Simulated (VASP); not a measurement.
Crystal: Ta.

```xyz
1
Lattice="-1.6513 1.6513 1.6513 1.6513 -1.6513 1.6513 1.6513 1.6513 -1.6513" Properties=species:S:1:pos:R:3 pbc="T T T"
Ta    0.0000    0.0000    0.0000
```

```yaml
Program: VASP 6.6.1
Task: relaxation of cell and atoms
Functional: BLYP
Dispersion: D3(BJ)
Potentials_or_basis: VASP PAW PBE potentials, release 64 (Ta_pv)
Cutoff: 600 eV
k_mesh: 11 × 11 × 11
Occupations: fermi-dirac, width 0.05 eV
Spin: no spin polarisation
```

At the start: pressure -5.3 GPa; volume 18.01 Å³/atom.

Task: Where does the relaxation end?

Result: Over 4 steps the energy falls by 7.9 meV/atom and the volume is 17.55 Å³/atom (-2.6 %); space group Im-3m (No. 229, to 0.05 Å).

The path:
| step | energy change (eV) | largest force (eV/Å) | pressure (GPa) | volume (Å³) |
| --- | --- | --- | --- | --- |
| 1 | 0.0000 | 0.0000 | -5.34 | 18.01 |
| 2 | 0.0405 | 0.0000 | 15.40 | 16.49 |
| 3 | -0.0079 | 0.0000 | -0.13 | 17.56 |
| 4 | -0.0079 | 0.0000 | -0.02 | 17.55 |

Final structure:
```yaml
crystal:
  lattice:
    - [-1.63711, 1.63711, 1.63711]
    - [1.63711, -1.63711, 1.63711]
    - [1.63711, 1.63711, -1.63711]
  atoms:
    - { symbol: Ta, position: [0.00000, 0.00000, 0.00000] }
```

Caveat: the PAW data sets were made with another functional, which shifts forces and pressure a little; pairwise dispersion overbinds metals, which lowers pressure and volume.
